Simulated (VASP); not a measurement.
A run of VASP 6.6.1 is set up as follows.

INCAR

```
PREC     = Accurate       # precision mode
ENCUT    = 520            # plane-wave cutoff, eV
EDIFF    = 1E-6           # SCF threshold, eV
ISMEAR   = 0              # smearing method
SIGMA    = 0.01           # smearing width, eV
LREAL    = F              # projectors in reciprocal space
LASPH    = T              # aspherical terms in the spheres
NELM     = 80             # most SCF steps
ALGO     = Normal         # electronic algorithm
ISIF     = 2              # what is computed and relaxed
LWAVE    = F              # write WAVECAR
LCHARG   = F              # write CHGCAR
GGA      = PE             # functional
NBANDS   = 15             # bands
```

Contents of KPOINTS:

```
regular mesh
0
Gamma
  8 8 8
```

File POSCAR:

```
CaO
1.0
    2.9629073083      0.0000000000      0.0000000000
    0.0000000000      2.9629073083      0.0000000000
    0.0000000000      0.0000000000      2.9629073083
Ca O
1 1
Direct
    0.0000000000      0.0000000000      0.0000000000
    0.5000000000      0.5000000000      0.5000000000
```

Potentials or basis: VASP PAW PBE potentials, release 64 (Ca_sv, O).

The run is started by

```bash
$ cat potpaw_PBE.64/Ca_sv/POTCAR potpaw_PBE.64/O/POTCAR > POTCAR
$ mpirun -np 1 vasp_std > vasp.out
```

What does it give for the band gap on the k mesh?

2.77 eV, indirect (least direct gap 3.08 eV).

What does it give for the pressure?

-2.4 GPa.

 A k mesh can miss the band edges.
